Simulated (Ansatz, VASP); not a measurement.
**TiB: VASP beside Ansatz**

The input POSCAR:

```
TiB
1.0
    0.0000000000      2.2635081104      2.2635081104
    2.2635081104      0.0000000000      2.2635081104
    2.2635081104      2.2635081104      0.0000000000
Ti B
1 1
Direct
    0.0000000000      0.0000000000      0.0000000000
    0.5000000000      0.5000000000      0.5000000000
```

File INCAR.step1:

```
SYSTEM = TiB
ALGO = Normal
EDIFF = 1E-4
ENCUT = 600
GGA = PE
ISMEAR = 0
LASPH = .True.
LCHARG = .False.
LREAL = .False.
LWAVE = .True.
NELM = 80
PREC = Accurate
SIGMA = 0.1
```

Contents of INCAR.step2:

```
SYSTEM = TiB
ALGO = Normal
EDIFF = 1E-7
EDIFFG = -0.01
ENCUT = 600
IBRION = 2
ISIF = 3
ISMEAR = 0
ISTART = 1
LASPH = .True.
LCHARG = .False.
LMIXTAU = .True.
LREAL = .False.
LWAVE = .False.
METAGGA = R2SCAN
NELM = 80
NSW = 80
PREC = Accurate
SIGMA = 0.1
```

File KPOINTS:

```
k-points
0
Gamma
  16 16 16
  0 0 0
```

Input for Ansatz:

```yaml
crystal:
  lattice:
    - [0.0, 2.2635081104, 2.2635081104]
    - [2.2635081104, 0.0, 2.2635081104]
    - [2.2635081104, 2.2635081104, 0.0]
  atoms:
    - { symbol: Ti, position: [0.0, 0.0, 0.0] }
    - { symbol: B, position: [0.5, 0.5, 0.5] }
basis:
  ecutwfc: 500
kpoints:
  mp_grid: { grid: [16, 16, 16] }
hamiltonian:
  xc: r2scan
scf:
  occupations: { method: gaussian, width: 0.1 }
output:
  forces: true
  stress: true
  eigenvalues: true
  write_density: true
  write_potential: true
  elf: true
  volumetric_format: npy
relax:
  adjacent_minimum: "off"
  f_tol: 0.01
  max_steps: 60
  cell: { stress_tol: 0.1 }
```

Alike in both runs: task relaxation of cell and atoms; functional r2SCAN; k mesh 16 × 16 × 16; occupations gaussian, width 0.1 eV; no spin polarisation.

|  | VASP | Ansatz |
| --- | --- | --- |
| version | VASP 6.6.1 | Ansatz 0.2.0 |
| potentials or method | VASP PAW PBE potentials, release 64 (Ti_sv, B), cutoff 600 eV | scalar-relativistic, plane waves, PAW |
| valence electrons in the cell | 15 | 15 |

```tsv
	VASP	Ansatz	Ansatz less VASP
gap on the k mesh at the Fermi level, each at its own relaxed structure (eV)	none	none	-
relaxed volume (Å³/atom)	11.64	11.61	-0.035
relaxed length of the cell vector where the two differ most in proportion (Å)	3.205	3.202	-0.0032
```

VASP's potentials were made for PBE, not for r2SCAN. A gap of «none» marks a metal or a gap that the smearing closes.
